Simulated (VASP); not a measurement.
# Lu: relaxation of cell and atoms with LDA

Lu:

```
Lu
1.0
     3.19000    0.00000    0.00000
     0.00000    3.19000    0.00000
     0.00000    0.00000    3.19000
Lu
1
Cartesian
  0.0000 0.0000 0.0000
```

```
Program                : VASP 6.6.1
Task                   : relaxation of cell and atoms
Functional             : LDA
Potentials or basis    : VASP PAW PBE potentials, release 64 (Lu)
Cutoff                 : 600 eV
k mesh                 : 6 × 6 × 6
Occupations            : gaussian, width 0.05 eV
Spin                   : no spin polarisation
Dipole correction      : no
Further INCAR settings : ALGO = Normal; EDIFF = 1e-06; IBRION = 2; EDIFFG = -0.01; NSW = 80; ISIF = 3
```

```json
{
 "Relaxed volume": "27.31 Å³/atom",
 "Relaxed cell": "a = 3.011 Å, b = 3.011 Å, c = 3.011 Å, α = 90.00°, β = 90.00°, γ = 90.00°",
 "Space group after relaxing (to 0.05 Å)": "Pm-3m (No. 221)",
 "Energy gained by relaxing": "68.6 meV/atom",
 "Ionic steps": "19",
 "Pressure after relaxing": "-0.1 GPa"
}
```

The path:
```csv
step,energy change (eV),largest force (eV/Å),pressure (GPa),volume (Å³)
1,0.0000,0.0000,-2.64,32.46
2,-0.0435,0.0000,-2.27,30.01
3,0.0255,0.0000,8.15,23.40
4,-0.0662,0.0000,-0.55,28.16
5,-0.0681,0.0000,-0.46,27.67
6,-0.0516,0.0000,3.35,25.48
7,-0.0686,0.0000,0.13,27.38
8,-0.0685,0.0000,-0.17,27.48
9,-0.0685,0.0000,-0.28,27.47
10,-0.0685,0.0000,-0.28,27.45
11,-0.0685,0.0000,-0.17,27.45
12,-0.0685,0.0000,-0.13,27.45
13,-0.0685,0.0000,-0.21,27.45
14,-0.0685,0.0000,-0.22,27.45
15,-0.0685,0.0000,-0.23,27.44
16,-0.0685,0.0000,-0.23,27.43
17,-0.0685,0.0000,-0.26,27.42
18,-0.0686,0.0000,-0.14,27.38
19,-0.0686,0.0000,-0.06,27.31
```

Final structure:
```
CELL_PARAMETERS angstrom
3.01140 0.00000 0.00000
0.00000 3.01140 0.00000
0.00000 0.00000 3.01140
ATOMIC_POSITIONS crystal
Lu 0.00000 0.00000 0.00000
```

Levels at points of the mesh, in eV from the Fermi level:
```
           k point  band 11  band 12  band 13  band 14  band 15  band 16
(0.00, 0.00, 0.00)    -5.18    -5.13    -0.77    -0.77     7.07     7.07
(0.50, 0.00, 0.00)    -5.11    -2.76     0.03     0.16     3.55     3.55
(0.50, 0.50, 0.00)    -5.10    -2.39    -0.12     4.31     4.32     4.32
(0.50, 0.50, 0.50)    -5.13    -0.81    -0.81    -0.81     6.50     9.59
```

Wall time 2.2 min on 1 thread of Intel Xeon 6975P-C, on a shared host, peak memory 0.17 GiB.

Caveat: the volume moved by over 15 % at a fixed basis, so the end points are rough; the PAW data sets were made with another functional, which shifts forces and pressure a little; spin-orbit coupling is left out, which moves the levels of the heavy elements.
